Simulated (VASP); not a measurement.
Wanted: the native input for a VASP 6.6.1 run.

- Task: relaxation of shape and atoms at fixed volume
- Functional: PBE
- Potentials or basis: VASP PAW PBE potentials, release 64 (Mg, Cd, S)
- Cutoff: 600 eV
- k mesh: 12 × 12 × 2
- Occupations: gaussian, width 0.02 eV
- Spin: no spin polarisation
- Dipole correction: no
- Further INCAR settings: ALGO = Normal; EDIFF = 1e-06; IBRION = 2; EDIFFG = -0.01; NSW = 50; ISIF = 4

The structure of MgCd4S3 lies in POSCAR:

```
MgCd4S3
1.0
    3.8830544072      0.0000000000      0.0000000000
   -1.9415272036      3.3628237609      0.0000000000
    0.0000000000      0.0000000000     14.8369297329
Mg Cd S
1 4 3
Direct
    0.0000000000      0.0000000000      0.0000000000
    0.6666666667      0.3333333333      0.3919100662
    0.3333333333      0.6666666667      0.6080899338
    0.6666666667      0.3333333333      0.2083766586
    0.3333333333      0.6666666667      0.7916233414
    0.0000000000      0.0000000000      0.5000000000
    0.3333333333      0.6666666667      0.0992124231
    0.6666666667      0.3333333333      0.9007875769
```

The input as run:

INCAR

```
SYSTEM = MgCd4S3
PREC = Accurate ; ENCUT = 600
EDIFF = 1E-6 ; ISMEAR = 0
SIGMA = 0.02 ; LREAL = .FALSE.
LASPH = .TRUE. ; NELM = 80
ALGO = Normal ; ISIF = 4
LWAVE = .FALSE. ; LCHARG = .FALSE.
GGA = PE ; IBRION = 2
NSW = 50 ; EDIFFG = -0.01
```

KPOINTS

```
Automatic mesh
0
G
  12 12 2
  0 0 0
```

Potentials or basis: VASP PAW PBE potentials, release 64 (Mg, Cd, S).

The run is started by

```console
$ cat potpaw_PBE.64/Mg/POTCAR potpaw_PBE.64/Cd/POTCAR potpaw_PBE.64/S/POTCAR > POTCAR
$ mpirun -np 1 vasp_std > vasp.out
```

Results of the run:

```json
{
 "Energy gained by relaxing": "0.2 meV/atom",
 "Ionic steps": "7",
 "Pressure after relaxing": "-1.2 GPa",
 "Largest force after relaxing": "0.007 eV/Å",
 "Band gap on the k mesh": "0.78 eV (least direct gap 0.90 eV)"
}
```

Caveat: semilocal functionals underestimate gaps, and a narrow one can read as zero.

It took 23 min on 1 thread of Oxide Virtual Turin-like Processor, with other jobs on the host, peak memory 0.54 GiB.
